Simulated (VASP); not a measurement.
Mg:

```
CELL_PARAMETERS angstrom
0.00000 3.15382 3.15382
3.15382 0.00000 3.15382
3.15382 3.15382 0.00000
ATOMIC_POSITIONS crystal
Mg 0.12500 0.12500 0.12500
Mg 0.87500 0.87500 0.87500
```

```yaml
Program: VASP 6.6.1
Task: relaxation of cell and atoms
Functional: LDA
Potentials_or_basis: VASP PAW LDA potentials, release 64 (Mg)
Cutoff: 600 eV
k_mesh: 9 × 9 × 9
Occupations: fermi-dirac, width 0.1 eV
Spin: no spin polarisation
```

At the start: pressure 3.1 GPa; volume 31.37 Å³/atom.

Task: How do energy, volume and symmetry change on relaxing?

Result: Over 5 steps the energy falls by 49.9 meV/atom and the volume is 37.25 Å³/atom (+18.7 %); space group Fd-3m (No. 227, to 0.05 Å).

The path:
```
step  energy change (eV)  largest force (eV/Å)  pressure (GPa)  volume (Å³)
   1              0.0000                0.0000            3.12        62.74
   2             -0.0768                0.0000            1.30        68.46
   3             -0.0888                0.0000           -0.71        79.22
   4             -0.0996                0.0000           -0.08        74.94
   5             -0.0997                0.0000            0.00        74.50
```

Final structure:
```yaml
crystal:
  lattice:
    - [0.00000, 3.33974, 3.33974]
    - [3.33974, 0.00000, 3.33974]
    - [3.33974, 3.33974, 0.00000]
  atoms:
    - { symbol: Mg, position: [0.12500, 0.12500, 0.12500] }
    - { symbol: Mg, position: [0.87500, 0.87500, 0.87500] }
```

Caveat: the volume moved by over 15 % at a fixed basis, so the end points are rough.
